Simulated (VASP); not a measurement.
Here is a VASP 6.6.1 calculation.

File INCAR:

```
SYSTEM = Se
ALGO = Normal
EDIFF = 1E-7
EDIFFG = -0.01
ENCUT = 500
GGA = PE
GGA_COMPAT = .False.
IBRION = 2
ISIF = 3
ISMEAR = -1
LASPH = .True.
LCHARG = .False.
LREAL = .False.
LWAVE = .False.
NELM = 120
NELMIN = 4
NSW = 80
PREC = Accurate
PSTRESS = 200.0
SIGMA = 0.05
```

KPOINTS

```
k-points
0
Gamma
  12 12 12
  0 0 0
```

The input POSCAR:

```
Se
1.0
   -1.4038000000      1.4038000000      1.4038000000
    1.4038000000     -1.4038000000      1.4038000000
    1.4038000000      1.4038000000     -1.4038000000
Se
1
Direct
    0.0000000000      0.0000000000      0.0000000000
```

Potentials or basis: VASP PAW PBE potentials, release 64 (Se).

Launch:

```console
$ cat potpaw_PBE.64/Se/POTCAR > POTCAR
$ mpirun -np 1 vasp_std > vasp.out
```

Problem. Predict the band gap on the k mesh.

Solution. Zero (bands 3 and 4 overlap by 8.92 eV).

Problem. Estimate the relaxed cell.

Solution. a = 2.797 Å, b = 2.797 Å, c = 2.797 Å, α = 109.47°, β = 109.47°, γ = 109.47°.

Step by step:
| step | energy change (eV) | largest force (eV/Å) | pressure (GPa) | volume (Å³) |
| --- | --- | --- | --- | --- |
| 1 | 0.0000 | 0.0000 | 175.22 | 11.07 |
| 2 | -1.8123 | 0.0000 | -9.58 | 38.64 |
| 3 | -2.8412 | 0.0000 | 5.72 | 18.86 |
| 4 | -2.7702 | 0.0000 | 13.38 | 17.64 |
| 5 | -2.6822 | 0.0000 | 20.39 | 16.80 |
| 6 | -2.6984 | 0.0000 | 19.17 | 16.93 |
| 7 | -2.6755 | 0.0000 | 20.88 | 16.75 |
| 8 | -2.6873 | 0.0000 | 20.01 | 16.84 |

Caveat: the cell is relaxed towards a set pressure, so the run minimises the enthalpy, not the energy; the volume moved by over 15 % at a fixed basis, so the end points are rough. Zero-point motion and thermal expansion aren't in these numbers.
